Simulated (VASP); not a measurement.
Al, 2 atoms in the cell. The structure is hexagonal, space group P6/mmm (No. 191). Conventional cell: a = 4.547 Å, b = 4.547 Å, c = 2.754 Å, α = 90.00°, β = 90.00°, γ = 120.00°. Al (site symmetry -6m2) has 5 Al at 2.63 to 2.75 Å within 3.5 Å. 

| Quantity | Value |
| --- | --- |
| Program | VASP 6.6.1 |
| Task | single point |
| Functional | PBE |
| Potentials or basis | VASP PAW PBE potentials, release 64 (Al) |
| Cutoff | 520 eV |
| k mesh | 6 × 6 × 8 |
| Occupations | fermi-dirac, width 0.05 eV |
| Spin | no spin polarisation |
| Dipole correction | no |
| Further INCAR settings | ALGO = Normal; EDIFF = 1e-06; NBANDS = 10 |

Potentials or basis: VASP PAW PBE potentials, release 64 (Al).

The run is started by

```bash
$ cat potpaw_PBE.64/Al/POTCAR > POTCAR
$ mpirun -np 1 vasp_std > vasp.out
```

Hardware: 1 thread of Intel(R) Xeon(R) Platinum 8259CL CPU @ 2.50GHz (Skylake/Cascade Lake), on a shared host.

Task: How long does it take, and how much memory?

Result: Run time: 16 s on 1 thread of Intel(R) Xeon(R) Platinum 8259CL CPU @ 2.50GHz (Skylake/Cascade Lake) (shared host), peak memory 0.16 GiB. Counts: scf iterations 10, k points 65.
